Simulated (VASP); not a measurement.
Here is a VASP 6.6.1 calculation.

The input INCAR:

```
PREC = Accurate ; ENCUT = 520
EDIFF = 1E-6 ; ISMEAR = 0
SIGMA = 0.6 ; LREAL = F
LASPH = T ; NELM = 60
ALGO = Normal ; ISIF = 2
LWAVE = F ; LCHARG = T
GGA = CA ; LELF = T
LVHAR = T ; NBANDS = 14
```

KPOINTS

```
Automatic mesh
0
Gamma
  14 14 14
```

Contents of POSCAR:

```
Rh
1.0
    0.0000000000      1.8776226225      1.8776226225
    1.8776226225      0.0000000000      1.8776226225
    1.8776226225      1.8776226225      0.0000000000
Rh
1
Direct
    0.0000000000      0.0000000000      0.0000000000
```

Potentials or basis: VASP PAW LDA potentials, release 64 (Rh_pv).

Launch:

```bash
$ cat potpaw_LDA.64/Rh_pv/POTCAR > POTCAR
$ mpirun -np 1 vasp_std > vasp.out
```

Task: What does it give for the pressure?

Result: 3.0 GPa.
